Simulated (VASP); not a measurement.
## TiC: phonons with r2SCAN

The system is TiC.

```
Ti C
1.0
     0.00000    2.14936    2.14936
     2.14936    0.00000    2.14936
     2.14936    2.14936    0.00000
Ti C
1 1
Direct
  0.00000 0.00000 0.00000
  0.50000 0.50000 0.50000
```

* Program: VASP 6.6.1
* Task: phonons
* Functional: r2SCAN
* Potentials or basis: VASP PAW PBE potentials, release 64 (Ti_sv, C)
* Cutoff: 520 eV
* k mesh: 14 × 14 × 14
* Occupations: fermi-dirac, width 0.08 eV
* Spin: no spin polarisation
* Dipole correction: no
* Further INCAR settings: ALGO = Normal; EDIFF = 1e-08; NBANDS = 15; IBRION = 6; POTIM = 0.015; NSW = 1

The highest phonon frequency at Γ is 540 cm⁻¹.

Phonon frequencies in cm⁻¹ (negative: imaginary):
| q point | frequencies |
| --- | --- |
| (0.000, 0.000, 0.000) | 0 0 0 540 540 540 |

Run time: 14 min on 1 thread of Intel Xeon 8259CL, on a shared host, peak memory 0.26 GiB.

Caveat: the cell stands under pressure or tension, which shifts response properties.
